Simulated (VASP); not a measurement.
BiB:

```
B Bi
1.0
     0.00000    2.76003    2.76003
     2.76003    0.00000    2.76003
     2.76003    2.76003    0.00000
B Bi
1 1
Direct
  0.00000 0.00000 0.00000
  0.25000 0.25000 0.25000
```

- Program: VASP 6.6.1
- Task: relaxation of cell and atoms
- Functional: LDA
- Potentials or basis: VASP PAW LDA potentials, release 64 (B, Bi_d)
- Cutoff: 600 eV
- k mesh: 8 × 8 × 8
- Occupations: fermi-dirac, width 0.02 eV
- Spin: no spin polarisation

At the start: pressure -4.5 GPa; volume 21.03 Å³/atom.

Problem. Where does the relaxation end?

Solution. Over 3 steps the energy falls by 18.0 meV/atom and the volume is 19.82 Å³/atom (-5.7 %); space group F-43m (No. 216, to 0.05 Å).

The path:
```tsv
step	energy change (eV)	largest force (eV/Å)	pressure (GPa)	volume (Å³)
1	0.0000	0.0000	-4.52	42.05
2	-0.0272	0.0000	2.63	38.54
3	-0.0359	0.0000	0.00	39.64
```

Final structure:
```cif
data_structure
_symmetry_space_group_name_H-M 'P 1'
_symmetry_Int_Tables_number 1
_cell_length_a 3.8272
_cell_length_b 3.8272
_cell_length_c 3.8272
_cell_angle_alpha 60.000
_cell_angle_beta 60.000
_cell_angle_gamma 60.000
_cell_volume 39.64
loop_
_atom_site_label
_atom_site_type_symbol
_atom_site_fract_x
_atom_site_fract_y
_atom_site_fract_z
_atom_site_occupancy
B1 B 0.00000 0.00000 0.00000 1
Bi1 Bi 0.25000 0.25000 0.25000 1
```
